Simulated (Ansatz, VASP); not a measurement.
**Two plane-wave programs on KZnWO4**

```
K Zn W O
1.0
     0.00000    4.36193    4.36193
     4.36193    0.00000    4.36193
     4.36193    4.36193    0.00000
K Zn W O
1 1 1 4
Direct
  0.75000 0.75000 0.75000
  0.00000 0.00000 0.00000
  0.25000 0.25000 0.25000
  0.13048 0.13048 0.13048
  0.13048 0.13048 0.60855
  0.13048 0.60855 0.13048
  0.60855 0.13048 0.13048
```

Alike in both runs: functional PBE; k mesh 8 × 8 × 8; occupations gaussian, width 0.1 eV; no spin polarisation.

Ansatz relaxed the structure, and its values are those at the end. VASP's run is a single point on that final structure, the one shown.

```csv
,VASP,Ansatz
version,VASP 6.6.1,Ansatz 0.2.0
potentials or method,"VASP PAW PBE potentials, release 64 (K_sv, Zn, W_sv, O), cutoff 520 eV","scalar-relativistic, plane waves, PAW"
valence electrons in the cell,59,59
```

```csv
,VASP,Ansatz,Ansatz less VASP
gap on the k mesh at the Fermi level (eV),none,none,-
pressure (GPa),0.9,0.0,-0.89
rms of the force components (eV/Å),0.139,0.001,-0.1374
```

A gap of «none» marks a metal or a gap that the smearing closes. One of these differences is far larger than is usual between the two programs; its cause wasn't traced.

Neither program's run includes spin-orbit coupling.
